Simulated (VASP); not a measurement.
# HfHg (F-43m) in VASP: single point with PBE

Aim: the single point of HfHg with PBE.

All numbers are computed with VASP 6.6.1; they aren't measurements. Logs are shortened: lines on timing, memory, paths and dates and some standing lists are left out, and cuts for length are marked.

### Step 1. The cell of the first run

The structure is cubic, space group F-43m (No. 216). Conventional cell: a = 6.034 Å, b = 6.034 Å, c = 6.034 Å, α = 90.00°, β = 90.00°, γ = 90.00°. Within 3.4 Å of Hf (site symmetry -43m) lie 4 Hg at 2.61 Å. Within 3.4 Å of Hg (site symmetry -43m) lie 4 Hf at 2.61 Å.

### Step 2. Single point, PBE

Contents of INCAR:

```
PREC = Accurate ; ENCUT = 520
EDIFF = 1E-6 ; ISMEAR = 0
SIGMA = 0.1 ; LREAL = F
LASPH = T ; NELM = 60
ALGO = Fast ; ISIF = 2
LWAVE = F ; LCHARG = F
GGA = PE ; NBANDS = 18
```

Contents of KPOINTS:

```
regular mesh
0
Gamma
  6 6 6
```

Contents of POSCAR:

```
HfHg
1.0
    0.0000000000      3.0171495000      3.0171495000
    3.0171495000      0.0000000000      3.0171495000
    3.0171495000      3.0171495000      0.0000000000
Hf Hg
1 1
Direct
    0.0000000000      0.0000000000      0.0000000000
    0.7500000000      0.7500000000      0.7500000000
```

Potentials or basis: VASP PAW PBE potentials, release 64 (Hf_pv, Hg).

Started as:

```console
$ cat potpaw_PBE.64/Hf_pv/POTCAR potpaw_PBE.64/Hg/POTCAR > POTCAR
$ mpirun -np 1 vasp_std > vasp.out
```

OUTCAR:

```text
PREC = Accurate
   ENCUT = 520
   EDIFF = 1E-6
   ISMEAR = 0
   LREAL = F
   LASPH = T
   NELM = 60
   ISIF = 2
   GGA = PE

 ion  position               nearest neighbor table
   1  0.000  0.000  0.000-   2 2.61   2 2.61   2 2.61   2 2.61
   2  0.750  0.750  0.750-   1 2.61   1 2.61   1 2.61   1 2.61

  LATTYP: Found a face centered cubic cell.
 ALAT       =     6.0342990000

  Lattice vectors:

 A1 = (   0.0000000000,   3.0171495000,   3.0171495000)
 A2 = (   3.0171495000,   0.0000000000,   3.0171495000)
 A3 = (   3.0171495000,   3.0171495000,   0.0000000000)

Analysis of symmetry for initial positions (statically):
=====================================================================
 Subroutine PRICEL returns:
 Original cell was already a primitive cell.

 Routine SETGRP: Setting up the symmetry group for a
 face centered cubic supercell.

 Subroutine GETGRP returns: Found 24 space group operations
 (whereof 24 operations were pure point group operations)
 out of a pool of 48 trial point group operations.

The static configuration has the point symmetry T_d .

Analysis of symmetry for dynamics (positions and initial velocities):
=====================================================================
 Subroutine PRICEL returns:
 Original cell was already a primitive cell.

 Routine SETGRP: Setting up the symmetry group for a
 face centered cubic supercell.

 Subroutine GETGRP returns: Found 24 space group operations
 (whereof 24 operations were pure point group operations)
 out of a pool of 48 trial point group operations.

The dynamic configuration has the point symmetry T_d .

 Subroutine INISYM returns: Found 24 space group operations
 (whereof 24 operations are pure point group operations),
 and found     1 'primitive' translations

----------------------------------------------------------------------------------------

                                     Primitive cell

  volume of cell :      54.9314

  direct lattice vectors                    reciprocal lattice vectors
     0.000000000  3.017149500  3.017149500    -0.165719332  0.165719332  0.165719332
     3.017149500  0.000000000  3.017149500     0.165719332 -0.165719332  0.165719332
     3.017149500  3.017149500  0.000000000     0.165719332  0.165719332 -0.165719332

  length of vectors
     4.266893743  4.266893743  4.266893743     0.287034303  0.287034303  0.287034303

  position of ions in fractional coordinates (direct lattice)
     0.000000000  0.000000000  0.000000000
     0.750000000  0.750000000  0.750000000

  ion indices of the primitive-cell ions
   primitive index   ion index
                 1           1
                 2           2

----------------------------------------------------------------------------------------

 KPOINTS: regular mesh

Automatic generation of k-mesh.
 Grid dimensions read from file:
 generate k-points for:    6    6    6

 Generating k-lattice:

  Cartesian coordinates                     Fractional coordinates (reciprocal lattice)
    -0.027619889  0.027619889  0.027619889     0.166666667  0.000000000  0.000000000
     0.027619889 -0.027619889  0.027619889     0.000000000  0.166666667  0.000000000
     0.027619889  0.027619889 -0.027619889     0.000000000  0.000000000  0.166666667

  Length of vectors
     0.047839051  0.047839051  0.047839051

  Shift w.r.t. Gamma in fractional coordinates (k-lattice)
     0.000000000  0.000000000  0.000000000

 Subroutine IBZKPT returns following result:
 ===========================================

 Found     16 irreducible k-points:

 Following reciprocal coordinates:
            Coordinates               Weight
  0.000000  0.000000  0.000000      1.000000
  0.166667  0.000000  0.000000      8.000000
  0.333333  0.000000  0.000000      8.000000
  0.500000  0.000000  0.000000      4.000000
  0.166667  0.166667  0.000000      6.000000
  0.333333  0.166667  0.000000     24.000000
[... 8 lines left out ...]
 -0.333333  0.333333  0.166667     24.000000
 -0.333333  0.500000  0.166667     12.000000
   k-points           NKPTS =     16   k-points in BZ     NKDIM =     16   number of bands    NBANDS=     18
   number of dos      NEDOS =    301   number of ions     NIONS =      2
   total plane-waves  NPLWV =  32768
   dimension x,y,z NGX =    32 NGY =   32 NGZ =   32
   dimension x,y,z NGXF=    64 NGYF=   64 NGZF=   64
   ions per type =               1   1
   NGX,Y,Z   is equivalent  to a cutoff of  12.47, 12.47, 12.47 a.u.
   NGXF,Y,Z  is equivalent  to a cutoff of  24.94, 24.94, 24.94 a.u.
 SYSTEM =  unknown system
   PREC   = accura    normal or accurate (medium, high low for compatibility)
   ISTART =      0    job   : 0-new  1-cont  2-samecut
   ICHARG =      2    charge: 1-file 2-atom 10-const
   ISPIN  =      1    spin polarized calculation?
   LNONCOLLINEAR =      F non collinear calculations
   LSORBIT =      F    spin-orbit coupling
   LASPH  =      T    aspherical Exc in radial PAW
   ENCUT  =  520.0 eV  38.22 Ry    6.18 a.u.   7.93  7.93  7.93*2*pi/ulx,y,z
   NELM   =     60;   NELMIN=  2; NELMDL= -5     # of ELM steps
   EDIFF  = 0.1E-05   stopping-criterion for ELM
   LREAL  =      F    real-space projection
   EDIFFG = 0.1E-04   stopping-criterion for IOM
   NSW    =      0    number of steps for IOM
   IBRION =     -1    ionic relax: 0-MD 1-quasi-New 2-CG
   NFREE  =      0    steps in history (QN), initial steepest desc. (CG)
   ISIF   =      2    stress and relaxation
   ISYM   =      2    0-nonsym 1-usesym 2-fastsym
   POTIM  = 0.5000    time-step for ionic-motion
   TEBEG  =    0.0;   TEEND  =   0.0 temperature during run
   PSTRESS=    0.0 pullay stress
   NELECT =      22.0000    total number of electrons
   NUPDOWN=      -1.0000    fix difference up-down
   EMIN   =  10.00;   EMAX   =-10.00  energy-range for DOS
   EFERMI =   0.00;   METHOD = LEGACY
   ISMEAR =     0;   SIGMA  =   0.10  broadening in eV -4-tet -1-fermi 0-gaus
   EFERMI_NEDOS =   21; number of points for ismear=-14 and -15
   IALGO  =     68    algorithm
   IMIX   =      4    mixing-type and parameters
     AMIX     =   0.40;   BMIX     =  1.00
     AMIX_MAG =   1.60;   BMIX_MAG =  1.00
  volume/ion in A,a.u.               =      27.47       185.35
  Fermi-wavevector in a.u.,A,eV,Ry     =   1.206727  2.280383 19.812656  1.456189
  Thomas-Fermi vector in A             =   2.342385
   LORBIT       =      0    0 simple, 1 ext, 2 COOP (PROOUT), +10 PAW based schemes
   GGA     = PE    functional components
   LHFCALC =     F    Hartree Fock is set to
   AEXX    =    0.0000 exact exchange contribution
   IVDW    =     0    specifies the selected vdW correction
   LEPSILON=     F    determine dielectric tensor
   LRPA    =     F    only Hartree local field effects (RPA)
 non-spin polarized calculation
 RMM-DIIS sequential band-by-band and
 Gauss-broadening in eV      SIGMA  =   0.10
  energy-cutoff  :      520.00
  volume of cell :       54.93
 maximum number of plane-waves:      1492
   NGX = 15   NGY = 15   NGZ = 15

 number of electron      22.0000001 magnetization

 Free energy of the ion-electron system (eV)
  ---------------------------------------------------
  ext. energy  EPLUGINS =         0.00000000
  ---------------------------------------------------
  free energy    TOTEN  =        -7.58015754 eV

  energy without entropy =       -7.56474497  energy(sigma->0) =       -7.57245125

 E-fermi :   2.9067     XC(G=0):  -9.9953

 val. band max:        2.9054934555   @ k =   0.5000   0.0000   0.0000
 cond. band min:       2.9974076969   @ k =  -0.3333   0.1667   0.0000
 fundamental gap:      0.0919142415
 Fermi energy:         2.9067211017

 k-point     1 :       0.0000    0.0000    0.0000
  band No.  band energies     occupation
      1     -28.6232      2.00000
      2     -28.6232      2.00000
      3     -28.6232      2.00000
      4      -5.4354      2.00000
      5      -5.4354      2.00000
      6      -5.4094      2.00000
[... 10 lines left out ...]
     17      12.1656      0.00000
     18      12.1656      0.00000

 k-point     2 :       0.1667    0.0000    0.0000
  band No.  band energies     occupation
      1     -28.6297      2.00000
      2     -28.6233      2.00000
      3     -28.6233      2.00000
      4      -5.4995      2.00000
      5      -5.4995      2.00000
      6      -5.4978      2.00000
[... 10 lines left out ...]
     17      11.9349      0.00000
     18      12.0245      0.00000

 k-point     3 :       0.3333    0.0000    0.0000
  band No.  band energies     occupation
      1     -28.6426      2.00000
      2     -28.6235      2.00000
      3     -28.6235      2.00000
      4      -5.6222      2.00000
      5      -5.4953      2.00000
      6      -5.4953      2.00000
[... 10 lines left out ...]
     17      10.2708      0.00000
     18      10.2708      0.00000

 k-point     4 :       0.5000    0.0000    0.0000
  band No.  band energies     occupation
      1     -28.6491      2.00000
      2     -28.6236      2.00000
      3     -28.6236      2.00000
      4      -5.6815      2.00000
      5      -5.4476      2.00000
      6      -5.4476      2.00000
[... 207 lines left out ...]
      4      -5.6726      2.00000
      5      -5.5560      2.00000
      6      -5.5107      2.00000
[... 10 lines left out ...]
     17       8.6770      0.00000
     18      11.8216      0.00000

 k-point    15 :      -0.3333    0.3333    0.1667
  band No.  band energies     occupation
      1     -28.6446      2.00000
      2     -28.6333      2.00000
      3     -28.6248      2.00000
      4      -5.6598      2.00000
      5      -5.5784      2.00000
      6      -5.5669      2.00000
[... 10 lines left out ...]
     17       7.8961      0.00000
     18      11.9338      0.00000

 k-point    16 :      -0.3333    0.5000    0.1667
  band No.  band energies     occupation
      1     -28.6480      2.00000
      2     -28.6314      2.00000
      3     -28.6255      2.00000
      4      -5.7038      2.00000
      5      -5.5982      2.00000
      6      -5.5232      2.00000
[... 10 lines left out ...]
     17       7.1661      0.00000
     18      12.6706      0.00000

------------------------ aborting loop because EDIFF is reached ----------------------------------------

  FORCE on cell =-STRESS in cart. coord.  units (eV):
  Direction    XX          YY          ZZ          XY          YZ          ZX
  --------------------------------------------------------------------------------------
  -------------------------------------------------------------------------------------
  Total        3.9653625      3.9653625      3.9653625     -0.0000000     -0.0000000      0.0000000
  in kB      115.6572843    115.6572843    115.6572843     -0.0000000     -0.0000000      0.0000000
  external PRESSURE =     115.6572843 kB  Pullay stress =       0.0000000 kB

 VOLUME and BASIS-vectors are now :
 -----------------------------------------------------------------------------
  energy-cutoff  :      520.00
  volume of cell :       54.93
      direct lattice vectors                 reciprocal lattice vectors
     0.000000000  3.017149500  3.017149500    -0.165719332  0.165719332  0.165719332
     3.017149500  0.000000000  3.017149500     0.165719332 -0.165719332  0.165719332
     3.017149500  3.017149500  0.000000000     0.165719332  0.165719332 -0.165719332

 POSITION                                       TOTAL-FORCE (eV/Angst)
 -----------------------------------------------------------------------------------
      0.00000      0.00000      0.00000         0.000000     -0.000000     -0.000000
      4.52572      4.52572      4.52572         0.000000      0.000000      0.000000
 -----------------------------------------------------------------------------------
    total drift:                               -0.000000     -0.000000     -0.000000

  FREE ENERGIE OF THE ION-ELECTRON SYSTEM (eV)
  ---------------------------------------------------
  free  energy   TOTEN  =        -7.5801575445 eV

  energy  without entropy=       -7.5647449654  energy(sigma->0) =       -7.57245125
```

Wall time 12 s (1 thread of AMD EPYC 7R13 (Zen 3), shared host); peak memory 0.15 GiB.

What came out:

```yaml
Free_energy: -7.5802 eV
Pressure: 11.6 GPa
Band_gap_on_the_k_mesh: zero (band 11 reaches 3.55 eV, above the bottom of band 12 at 2.50 eV)
```

Levels at points of the mesh, in eV from the Fermi level:
```csv
k point,band 8,band 9,band 10,band 11,band 12,band 13,band 14,band 15
"(0.00, 0.00, 0.00)",-8.32,-8.13,-0.41,-0.41,-0.41,2.25,2.25,5.87
"(0.50, 0.00, 0.00)",-8.27,-6.03,-2.45,0.00,0.00,2.39,2.39,2.46
"(0.50, 0.50, 0.00)",-8.09,-5.15,-2.90,0.65,1.67,1.67,1.87,2.85
```

Caveat: spin-orbit coupling is left out, which moves the levels of the heavy elements.
